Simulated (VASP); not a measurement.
# TiAl (d3) (P-6m2) in VASP: a series of runs

TiAl (d3) is run at these levels: PBE+D3(BJ); tasks: single point, relaxation of cell and atoms.

All numbers are computed with VASP 6.6.1; they aren't measurements. Logs are shortened: lines on timing, memory, paths and dates and some standing lists are left out, and cuts for length are marked.

## Step 1: The cell of the first run

It takes space group P-6m2 (No. 187, hexagonal). The conventional cell has a = 2.832 Å, b = 2.832 Å, c = 4.598 Å, α = 90.00°, β = 90.00°, γ = 120.00°. Ti (site symmetry -6m2) has 6 Al at 2.82 Å and 6 Ti at 2.83 Å within 3.7 Å. Within 3.7 Å of Al (site symmetry -6m2) lie 6 Ti at 2.82 Å and 6 Al at 2.83 Å.

## Step 2: Single point, PBE+D3(BJ)

File INCAR:

```
PREC     = Accurate       # precision mode
ENCUT    = 520            # plane-wave cutoff, eV
EDIFF    = 1E-6           # SCF threshold, eV
ISMEAR   = 0              # smearing method
SIGMA    = 0.1            # smearing width, eV
LREAL    = F              # projectors in reciprocal space
LASPH    = T              # aspherical terms in the spheres
NELM     = 100            # most SCF steps
ALGO     = Normal         # electronic algorithm
ISIF     = 2              # what is computed and relaxed
LWAVE    = F              # write WAVECAR
LCHARG   = F              # write CHGCAR
GGA      = PE             # functional
IVDW     = 12             # dispersion correction
NBANDS   = 14             # bands
```

File KPOINTS:

```
regular mesh
0
Gamma
  18 18 10
```

File POSCAR:

```
TiAl
1.0
    2.8324542030      0.0000000029      0.0000000000
   -1.4162271040      2.4529772934      0.0000000000
    0.0000000000      0.0000000000      4.5977477098
Ti Al
1 1
Direct
    0.0000000000      0.0000000000      0.0000000000
    0.3333333333      0.6666666667      0.5000000000
```

Potentials or basis: VASP PAW PBE potentials, release 64 (Ti_sv, Al).

Command:

```console
$ cat potpaw_PBE.64/Ti_sv/POTCAR potpaw_PBE.64/Al/POTCAR > POTCAR
$ mpirun -np 1 vasp_std > vasp.out
```

OUTCAR:

```text
PREC = Accurate
   ENCUT = 520
   EDIFF = 1E-6
   ISMEAR = 0
   LREAL = F
   LASPH = T
   NELM = 100
   ISIF = 2
   GGA = PE
   IVDW = 12
 IVDW          = 12

 ion  position               nearest neighbor table
   1  0.000  0.000  0.000-   2 2.82   2 2.82   2 2.82   2 2.82   2 2.82   2 2.82
   2  0.333  0.667  0.500-   1 2.82   1 2.82   1 2.82   1 2.82   1 2.82   1 2.82

  LATTYP: Found a hexagonal cell.
 ALAT       =     2.8324542030
 C/A-ratio  =     1.6232381462

  Lattice vectors:

 A1 = (   2.8324542030,   0.0000000029,   0.0000000000)
 A2 = (  -1.4162271040,   2.4529772934,   0.0000000000)
 A3 = (   0.0000000000,   0.0000000000,   4.5977477098)

Analysis of symmetry for initial positions (statically):
=====================================================================
 Subroutine PRICEL returns:
 Original cell was already a primitive cell.

 Routine SETGRP: Setting up the symmetry group for a
 hexagonal supercell.

 Subroutine GETGRP returns: Found 12 space group operations
 (whereof 12 operations were pure point group operations)
 out of a pool of 24 trial point group operations.

The static configuration has the point symmetry D_3h.

Analysis of symmetry for dynamics (positions and initial velocities):
=====================================================================
 Subroutine PRICEL returns:
 Original cell was already a primitive cell.

 Routine SETGRP: Setting up the symmetry group for a
 hexagonal supercell.

 Subroutine GETGRP returns: Found 12 space group operations
 (whereof 12 operations were pure point group operations)
 out of a pool of 24 trial point group operations.

The dynamic configuration has the point symmetry D_3h.

 Subroutine INISYM returns: Found 12 space group operations
 (whereof 12 operations are pure point group operations),
 and found     1 'primitive' translations

----------------------------------------------------------------------------------------

                                     Primitive cell

  volume of cell :      31.9449

  direct lattice vectors                    reciprocal lattice vectors
     2.832454203  0.000000003  0.000000000     0.353050721  0.203833929  0.000000000
    -1.416227104  2.452977293  0.000000000    -0.000000000  0.407667858  0.000000000
     0.000000000  0.000000000  4.597747710     0.000000000  0.000000000  0.217497797

  length of vectors
     2.832454203  2.832454203  4.597747710     0.407667858  0.407667858  0.217497797

  position of ions in fractional coordinates (direct lattice)
     0.000000000  0.000000000  0.000000000
     0.333333333  0.666666667  0.500000000

  ion indices of the primitive-cell ions
   primitive index   ion index
                 1           1
                 2           2

----------------------------------------------------------------------------------------

 KPOINTS: regular mesh

Automatic generation of k-mesh.
 Grid dimensions read from file:
 generate k-points for:   18   18   10

 Generating k-lattice:

  Cartesian coordinates                     Fractional coordinates (reciprocal lattice)
     0.019613929  0.011324107  0.000000000     0.055555556  0.000000000  0.000000000
    -0.000000000  0.022648214  0.000000000     0.000000000  0.055555556  0.000000000
     0.000000000  0.000000000  0.021749780     0.000000000  0.000000000  0.100000000

  Length of vectors
     0.022648214  0.022648214  0.021749780

  Shift w.r.t. Gamma in fractional coordinates (k-lattice)
     0.000000000  0.000000000  0.000000000

 Subroutine IBZKPT returns following result:
 ===========================================

 Found    222 irreducible k-points:

 Following reciprocal coordinates:
            Coordinates               Weight
  0.000000  0.000000  0.000000      1.000000
  0.055556  0.000000  0.000000      6.000000
  0.111111  0.000000  0.000000      6.000000
  0.166667  0.000000  0.000000      6.000000
  0.222222 -0.000000  0.000000      6.000000
  0.277778  0.000000  0.000000      6.000000
[... 16 lines left out ...]
  0.333333  0.111111  0.000000     12.000000
  0.388889  0.111111  0.000000     12.000000
 [... further k-points ...]
   k-points           NKPTS =    222   k-points in BZ     NKDIM =    222   number of bands    NBANDS=     14
   number of dos      NEDOS =    301   number of ions     NIONS =      2
   total plane-waves  NPLWV =  20736
   dimension x,y,z NGX =    24 NGY =   24 NGZ =   36
   dimension x,y,z NGXF=    48 NGYF=   48 NGZF=   72
   ions per type =               1   1
   NGX,Y,Z   is equivalent  to a cutoff of  14.09, 14.09, 13.02 a.u.
   NGXF,Y,Z  is equivalent  to a cutoff of  28.17, 28.17, 26.03 a.u.
 SYSTEM =  unknown system
   PREC   = accura    normal or accurate (medium, high low for compatibility)
   ISTART =      0    job   : 0-new  1-cont  2-samecut
   ICHARG =      2    charge: 1-file 2-atom 10-const
   ISPIN  =      1    spin polarized calculation?
   LNONCOLLINEAR =      F non collinear calculations
   LSORBIT =      F    spin-orbit coupling
   LASPH  =      T    aspherical Exc in radial PAW
   ENCUT  =  520.0 eV  38.22 Ry    6.18 a.u.   5.27  5.27  8.55*2*pi/ulx,y,z
   NELM   =    100;   NELMIN=  2; NELMDL= -5     # of ELM steps
   EDIFF  = 0.1E-05   stopping-criterion for ELM
   LREAL  =      F    real-space projection
   EDIFFG = 0.1E-04   stopping-criterion for IOM
   NSW    =      0    number of steps for IOM
   IBRION =     -1    ionic relax: 0-MD 1-quasi-New 2-CG
   NFREE  =      0    steps in history (QN), initial steepest desc. (CG)
   ISIF   =      2    stress and relaxation
   ISYM   =      2    0-nonsym 1-usesym 2-fastsym
   POTIM  = 0.5000    time-step for ionic-motion
   TEBEG  =    0.0;   TEEND  =   0.0 temperature during run
   PSTRESS=    0.0 pullay stress
   NELECT =      15.0000    total number of electrons
   NUPDOWN=      -1.0000    fix difference up-down
   EMIN   =  10.00;   EMAX   =-10.00  energy-range for DOS
   EFERMI =   0.00;   METHOD = LEGACY
   ISMEAR =     0;   SIGMA  =   0.10  broadening in eV -4-tet -1-fermi 0-gaus
   EFERMI_NEDOS =   21; number of points for ismear=-14 and -15
   IALGO  =     38    algorithm
   IMIX   =      4    mixing-type and parameters
     AMIX     =   0.40;   BMIX     =  1.00
     AMIX_MAG =   1.60;   BMIX_MAG =  1.00
  volume/ion in A,a.u.               =      15.97       107.79
  Fermi-wavevector in a.u.,A,eV,Ry     =   1.272442  2.404567 22.029317  1.619109
  Thomas-Fermi vector in A             =   2.405320
   LORBIT       =      0    0 simple, 1 ext, 2 COOP (PROOUT), +10 PAW based schemes
   GGA     = PE    functional components
   LHFCALC =     F    Hartree Fock is set to
   AEXX    =    0.0000 exact exchange contribution
   IVDW    =    12    specifies the selected vdW correction
   LEPSILON=     F    determine dielectric tensor
   LRPA    =     F    only Hartree local field effects (RPA)
 non-spin polarized calculation
 Gauss-broadening in eV      SIGMA  =   0.10
  energy-cutoff  :      520.00
  volume of cell :       31.94
 maximum number of plane-waves:       874
 NGX is ok and might be reduce to    24
   NGX = 11   NGY = 11   NGZ = 17

 number of electron      15.0000005 magnetization

 Free energy of the ion-electron system (eV)
  ---------------------------------------------------
  ext. energy  EPLUGINS =         0.00000000
  ---------------------------------------------------
  free energy    TOTEN  =       -12.06792739 eV

  energy without entropy =      -12.05548448  energy(sigma->0) =      -12.06170594

 E-fermi :   8.2902     XC(G=0): -11.1097

 val. band max:        8.2884005230   @ k =   0.3333   0.2778   0.3000
 cond. band min:       8.2935310714   @ k =   0.3333   0.3333   0.3000
 fundamental gap:      0.0051305484
 Fermi energy:         8.2901609894

 k-point     1 :       0.0000    0.0000    0.0000
  band No.  band energies     occupation
      1     -48.1430      2.00000
      2     -24.4707      2.00000
      3     -24.0119      2.00000
      4     -24.0119      2.00000
      5      -0.8305      2.00000
      6       5.9697      2.00000
      7       6.4778      2.00000
      8       9.6192      0.00000
      9       9.6192      0.00000
     10      11.1858      0.00000
     11      11.1858      0.00000
     12      12.4583      0.00000
     13      21.4547      0.00000
     14      21.4547      0.00000

 k-point     2 :       0.0556    0.0000    0.0000
  band No.  band energies     occupation
      1     -48.1398      2.00000
      2     -24.4675      2.00000
      3     -24.0320      2.00000
      4     -24.0164      2.00000
      5      -0.7515      2.00000
      6       6.0564      2.00000
      7       6.4846      2.00000
      8       9.5399      0.00000
      9       9.6849      0.00000
     10      11.1629      0.00000
     11      11.2042      0.00000
     12      12.4771      0.00000
     13      20.1588      0.00000
     14      20.7194      0.00000

 k-point     3 :       0.1111    0.0000    0.0000
  band No.  band energies     occupation
      1     -48.1303      2.00000
      2     -24.4582      2.00000
      3     -24.0898      2.00000
      4     -24.0294      2.00000
      5      -0.5161      2.00000
      6       6.3052      2.00000
      7       6.5039      2.00000
      8       9.3233      0.00000
      9       9.8781      0.00000
     10      11.0976      0.00000
     11      11.2618      0.00000
     12      12.5293      0.00000
     13      18.2798      0.00000
     14      19.7903      0.00000

 k-point     4 :       0.1667    0.0000    0.0000
  band No.  band energies     occupation
      1     -48.1158      2.00000
      2     -24.4440      2.00000
      3     -24.1776      2.00000
      4     -24.0492      2.00000
      5      -0.1281      2.00000
      6       6.5327      2.00000
      7       6.6754      2.00000
      8       9.0264      0.00000
      9      10.1870      0.00000
     10      10.9992      0.00000
     11      11.3649      0.00000
     12      12.6004      0.00000
     13      16.4529      0.00000
     14      18.9540      0.00000

 k-point     5 :       0.2222   -0.0000    0.0000
  band No.  band energies     occupation
      1     -48.0980      2.00000
      2     -24.4265      2.00000
      3     -24.2841      2.00000
      4     -24.0735      2.00000
      5       0.4061      2.00000
      6       6.5670      2.00000
      7       7.0706      2.00000
      8       8.7320      0.00000
      9      10.5907      0.00000
     10      10.8810      0.00000
     11      11.5205      0.00000
[... 276 lines left out ...]
 k-point    22 :       0.2778    0.1111    0.0000
  band No.  band energies     occupation
      1     -48.0561      2.00000
      2     -24.4971      2.00000
      3     -24.3856      2.00000
      4     -24.1617      2.00000
      5       2.0983      2.00000
      6       6.7126      2.00000
      7       7.4335      2.00000
      8       8.1971      1.81176
      9      10.2470      0.00000
     10      11.1827      0.00000
     11      12.3941      0.00000
     12      12.5699      0.00000
     13      13.6113      0.00000
     14      15.1244      0.00000

 k-point    23 :       0.3333    0.1111    0.0000
  band No.  band energies     occupation
      1     -48.0423      2.00000
      2     -24.5695      2.00000
      3     -24.3721      2.00000
      4     -24.1869      2.00000
      5       3.0054      2.00000
      6       6.7712      2.00000
      7       7.0580      2.00000
      8       7.8119      2.00000
      9      10.0601      0.00000
     10      11.2727      0.00000
     11      12.5439      0.00000
     12      12.7748      0.00000
     13      13.8696      0.00000
     14      14.9305      0.00000

 k-point    24 :       0.3889    0.1111    0.0000
  band No.  band energies     occupation
      1     -48.0332      2.00000
      2     -24.6165      2.00000
      3     -24.3633      2.00000
      4     -24.2033      2.00000
      5       3.9843      2.00000
      6       6.3031      2.00000
      7       6.8149      2.00000
      8       7.4847      2.00000
      9       9.9320      0.00000
     10      11.5191      0.00000
     11      12.5396      0.00000
     12      13.0984      0.00000
     13      14.0183      0.00000
     14      15.0927      0.00000

 [... further k-points ...]

------------------------ aborting loop because EDIFF is reached ----------------------------------------

 Edisp (eV)   -0.97920

 E8    (eV) :    -0.4538

  FORCE on cell =-STRESS in cart. coord.  units (eV):
  Direction    XX          YY          ZZ          XY          YZ          ZX
  --------------------------------------------------------------------------------------
  -------------------------------------------------------------------------------------
  Total      -0.01764    -0.01764    -0.00424    -0.00000     0.00000     0.00000
  in kB      -0.88454    -0.88454    -0.21252    -0.00000     0.00000     0.00000
  external pressure =       -0.66 kB  Pullay stress =        0.00 kB

 VOLUME and BASIS-vectors are now :
 -----------------------------------------------------------------------------
  energy-cutoff  :      520.00
  volume of cell :       31.94
      direct lattice vectors                 reciprocal lattice vectors
     2.832454203  0.000000003  0.000000000     0.353050721  0.203833929  0.000000000
    -1.416227104  2.452977293  0.000000000    -0.000000000  0.407667858  0.000000000
     0.000000000  0.000000000  4.597747710     0.000000000  0.000000000  0.217497797

 POSITION                                       TOTAL-FORCE (eV/Angst)
 -----------------------------------------------------------------------------------
      0.00000      0.00000      0.00000         0.000000     -0.000000      0.000000
     -0.00000      1.63532      2.29887        -0.000000      0.000000      0.000000
 -----------------------------------------------------------------------------------
    total drift:                                0.000000     -0.000000      0.000000

  FREE ENERGIE OF THE ION-ELECTRON SYSTEM (eV)
  ---------------------------------------------------
  free  energy   TOTEN  =       -13.0471303361 eV

  energy  without entropy=      -13.0346874240  energy(sigma->0) =      -13.04090888
```

Run time: 29 s. Hardware: 1 thread of Intel Xeon 6975P-C (Granite Rapids), shared host; peak memory 0.24 GiB.

What came out:

```
Free energy                : -13.0471 eV
Pressure                   : -0.1 GPa
Dispersion energy per atom : -0.490 eV
```

Caveat: pairwise dispersion overbinds metals, which lowers pressure and volume.

## Step 3: Relaxation of cell and atoms, PBE+D3(BJ)

This run uses another cell than the first one, of 16.65 Å³/atom, 1.043 times its volume.

File INCAR:

```
SYSTEM = TiAl
ALGO = Normal
EDIFF = 1E-6
EDIFFG = -0.002
ENCUT = 600
GGA = PE
IBRION = 2
ISIF = 3
ISMEAR = 0
IVDW = 12
LASPH = .TRUE.
LCHARG = .FALSE.
LREAL = .FALSE.
LWAVE = .FALSE.
NELM = 100
NSW = 100
PREC = Accurate
SIGMA = 0.1
```

File KPOINTS:

```
k-points
0
G
  18 18 10
  0 0 0
```

File POSCAR:

```
TiAl
1.0
    2.8672622300      0.0000000000      0.0000000000
   -1.4336311200      2.4831219300      0.0000000000
    0.0000000000      0.0000000000      4.6780830000
Ti Al
1 1
Direct
    0.0000000000      0.0000000000      0.0000000000
    0.3333333300      0.6666666700      0.5000000000
```

Potentials or basis: VASP PAW PBE potentials, release 64 (Ti_sv, Al).

Command:

```console
$ cat potpaw_PBE.64/Ti_sv/POTCAR potpaw_PBE.64/Al/POTCAR > POTCAR
$ mpirun -np 1 vasp_std > vasp.out
```

Wall time 70 s (1 thread of Intel Xeon 6975P-C (Granite Rapids), shared host); peak memory 0.26 GiB.

The run converged. Its results:

```
Free energy                            : -13.0475 eV
Relaxed volume                         : 15.96 Å³/atom
Relaxed cell                           : a = 2.831 Å, b = 2.831 Å, c = 4.598 Å, α = 90.00°, β = 90.00°, γ = 120.00°
Space group after relaxing (to 0.05 Å) : P-6m2 (No. 187)
Energy gained by relaxing              : 10.5 meV/atom
Ionic steps                            : 3
Pressure after relaxing                : 0.0 GPa
Dispersion energy per atom             : -0.490 eV
```

The path:
```tsv
step	energy change (eV)	largest force (eV/Å)	pressure (GPa)	volume (Å³)
1	0.0000	0.0000	-4.56	33.31
2	-0.0125	0.0000	3.29	31.07
3	-0.0211	0.0000	0.01	31.91
```

Final structure:
```xyz
2
Lattice="2.8310 0.0000 0.0000 -1.4155 2.4517 0.0000 0.0000 0.0000 4.5979" Properties=species:S:1:pos:R:3 pbc="T T T"
Ti    0.0000    0.0000    0.0000
Al    0.0000    1.6345    2.2990
```

Levels at points of the mesh, in eV from the Fermi level:
| k point | band 4 | band 5 | band 6 | band 7 | band 8 | band 9 | band 10 | band 11 |
| --- | --- | --- | --- | --- | --- | --- | --- | --- |
| (0.00, 0.00, 0.00) | -32.30 | -9.13 | -2.32 | -1.82 | 1.33 | 1.33 | 2.90 | 2.90 |
| (0.50, 0.00, 0.00) | -32.45 | -3.81 | -2.84 | -1.61 | -1.04 | 2.19 | 4.14 | 4.27 |
| (0.00, 0.00, 0.50) | -32.30 | -8.18 | -5.36 | -0.44 | 1.34 | 1.34 | 2.82 | 2.82 |
| (0.50, 0.00, 0.50) | -32.45 | -3.76 | -2.44 | -1.89 | 0.60 | 0.99 | 1.98 | 3.13 |

Caveat: pairwise dispersion overbinds metals, which lowers pressure and volume.

## Step 4: Single point, PBE+D3(BJ)

This run uses another cell than the first one, of 16.65 Å³/atom, 1.043 times its volume.

File INCAR:

```
PREC     = Accurate       # precision mode
ENCUT    = 520            # plane-wave cutoff, eV
EDIFF    = 1E-7           # SCF threshold, eV
ISMEAR   = 0              # smearing method
SIGMA    = 0.1            # smearing width, eV
LREAL    = F              # projectors in reciprocal space
LASPH    = T              # aspherical terms in the spheres
NELM     = 100            # most SCF steps
ALGO     = Normal         # electronic algorithm
ISIF     = 2              # what is computed and relaxed
LWAVE    = F              # write WAVECAR
LCHARG   = F              # write CHGCAR
GGA      = PE             # functional
IVDW     = 12             # dispersion correction
NBANDS   = 14             # bands
```

File KPOINTS:

```
Automatic mesh
0
Gamma
  9 9 4
```

POSCAR is that of step 3.

Command:

```console
$ cat potpaw_PBE.64/Ti_sv/POTCAR potpaw_PBE.64/Al/POTCAR > POTCAR
$ mpirun -np 1 vasp_std > vasp.out
```

It took 7 s on 1 thread of Intel Xeon 6975P-C (Granite Rapids), shared host; peak memory 0.16 GiB.

The run converged. Its results:

```
Free energy                : -13.0310 eV
Pressure                   : -4.5 GPa
Dispersion energy per atom : -0.469 eV
```

Stress tensor (GPa, compression positive):
```
-4.20  0.00  0.00
 0.00 -4.20  0.00
 0.00  0.00 -5.21
```

Levels at points of the mesh, in eV from the Fermi level:
```
           k point  band 3  band 4  band 5  band 6  band 7  band 8  band 9  band 10  band 11  band 12
(0.00, 0.00, 0.00)  -32.45  -32.45   -8.97   -2.32   -1.87    1.27    1.27     2.74     2.74     3.86
(0.00, 0.00, 0.50)  -32.45  -32.45   -8.09   -5.29   -0.46    1.28    1.28     2.67     2.67     6.74
```

Caveat: pairwise dispersion overbinds metals, which lowers pressure and volume.

## Step 5: Summary

| task | cell | k mesh | cutoff (eV) | gap on the mesh (eV) | pressure (GPa) |
| --- | --- | --- | --- | --- | --- |
| single point | a = 2.832, b = 2.832, c = 4.598 Å, angles 90.0, 90.0, 120.0°, 2 atoms | 18 × 18 × 10 | 520 | none | -0.1 |
| relaxation of cell and atoms | relaxed from a = 2.867, b = 2.867, c = 4.678 Å, angles 90.0, 90.0, 120.0°, 2 atoms | 18 × 18 × 10 | 600 | none | 0.0 |
| single point | a = 2.867, b = 2.867, c = 4.678 Å, angles 90.0, 90.0, 120.0°, 2 atoms | 9 × 9 × 4 | 520 | none | -4.5 |

Alike in all rows: level PBE+D3(BJ); potentials or basis VASP PAW PBE potentials, release 64 (Ti_sv, Al); no spin polarisation; smearing gaussian 0.1 eV.

Caveats: pairwise dispersion overbinds metals, which lowers pressure and volume.

Absolute energies hang on the potentials; compare differences alone.
